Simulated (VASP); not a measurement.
Wanted: the native input for a VASP 6.6.1 run.

```yaml
Task: single point
Functional: PBEsol
Potentials_or_basis: VASP PAW PBE potentials, release 64 (Si)
Cutoff: 520 eV
k_mesh: 10 × 10 × 10
Occupations: gaussian, width 0.15 eV
Spin: no spin polarisation
Dipole_correction: no
Further_INCAR_settings: ALGO = Normal; EDIFF = 1e-07; NBANDS = 26
```

The structure of Si lies in POSCAR:

```
Si
1.0
   -3.2885057931      3.2885057931      3.5351437276
    3.2885057931     -3.2885057931      3.5351437276
    3.2885057931      3.2885057931     -3.5351437276
Si
8
Direct
    0.2047947401      0.2047947401      0.2047947401
    0.5000000000      0.0000000000      0.2952052599
    0.2952052599      0.5000000000      0.0000000000
    0.0000000000      0.2952052599      0.5000000000
    0.7952052599      0.7952052599      0.7952052599
    0.5000000000      0.0000000000      0.7047947401
    0.7047947401      0.5000000000      0.0000000000
    0.0000000000      0.7047947401      0.5000000000
```

The input as run:

INCAR

```
SYSTEM = Si
PREC = Accurate
ENCUT = 520
EDIFF = 1E-7
ISMEAR = 0
SIGMA = 0.15
LREAL = .False.
LASPH = .True.
NELM = 60
ALGO = Normal
ISIF = 2
LWAVE = .False.
LCHARG = .False.
GGA = PS
NBANDS = 26
```

KPOINTS

```
Automatic mesh
0
Gamma
  10 10 10
  0 0 0
```

Potentials or basis: VASP PAW PBE potentials, release 64 (Si).

Command:

```bash
$ cat potpaw_PBE.64/Si/POTCAR > POTCAR
$ mpirun -np 1 vasp_std > vasp.out
```

It gave:

The pressure is -5.2 GPa. The largest force is 0.410 eV/Å. The band gap on the k mesh is zero (bands 16 and 17 overlap by 0.24 eV).

Caveat: the stress differs along the axes, from -12 to -2 GPa; semilocal functionals underestimate gaps, and a narrow one can read as zero; the PAW data sets were made with another functional, which shifts forces and pressure a little.

It took 20 min on 1 thread of Intel Xeon 8259CL (shared host), peak memory 0.62 GiB.
